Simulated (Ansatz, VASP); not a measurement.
## Ni: VASP beside Ansatz

The input INCAR:

```
SYSTEM = Ni
PREC = Accurate ; ENCUT = 520
EDIFF = 1E-6 ; ISMEAR = 0
SIGMA = 0.15 ; LREAL = .FALSE.
LASPH = .TRUE. ; NELM = 150
ALGO = Normal ; ISIF = 2
LWAVE = .FALSE. ; LCHARG = .FALSE.
ISPIN = 2 ; MAGMOM = 0.75 0.75
LORBIT = 11 ; LMAXMIX = 4
GGA = PE ; NBANDS = 21
```

KPOINTS

```
regular mesh
0
G
  24 24 18
  0 0 0
```

File POSCAR:

```
Ni
1.0
    0.0000000000     -1.7592606502     -1.7592606502
    0.0000000000      1.7592606502     -1.7592606502
    3.5185213004      0.0000000000      0.0000000000
Ni
2
Direct
    0.5000000000      0.5000000000      0.5000000000
    0.0000000000      0.0000000000      0.0000000000
```

Input for Ansatz:

```yaml
crystal:
  lattice:
    - [0.0, -1.7592606502, -1.7592606502]
    - [0.0, 1.7592606502, -1.7592606502]
    - [3.5185213004, 0.0, 0.0]
  atoms:
    - { symbol: Ni, position: [0.5, 0.5, 0.5], spin: 0.75 }
    - { symbol: Ni, position: [0.0, 0.0, 0.0], spin: 0.75 }
basis:
  ecutwfc: 420
kpoints:
  mp_grid: { grid: [24, 24, 18] }
hamiltonian:
  xc: pbe
scf:
  occupations: { method: gaussian, width: 0.15 }
output:
  forces: true
  stress: true
  eigenvalues: true
  populations: true
  write_density: true
  write_potential: true
  elf: true
  volumetric_format: npy
magnetization:
  spin_polarized: true
```

Alike in both runs: task single point; functional PBE; k mesh 24 × 24 × 18; occupations gaussian, width 0.15 eV; collinear spin.

```csv
,VASP,Ansatz
version,VASP 6.6.1,Ansatz 0.2.0
potentials or method,"VASP PAW PBE potentials, release 64 (Ni), cutoff 520 eV","scalar-relativistic, plane waves, PAW"
valence electrons in the cell,20,36
```

|  | VASP | Ansatz | Ansatz less VASP |
| --- | --- | --- | --- |
| gap on the k mesh at the Fermi level (eV) | none | none | - |
| pressure (GPa) | 0.0 | 0.1 | +0.09 |
| net moment per atom (μB) | 0.63 | 0.64 | +0.013 |
| size of the moment on the site where the two differ most (μB) | 0.64 | 0.68 | +0.041 |

Site moments also hang on the region over which each program counts them. A gap of «none» marks a metal or a gap that the smearing closes. VASP's potentials hold 20 valence electrons a cell and Ansatz's 36, so a difference there can come from the potentials and not from the codes.
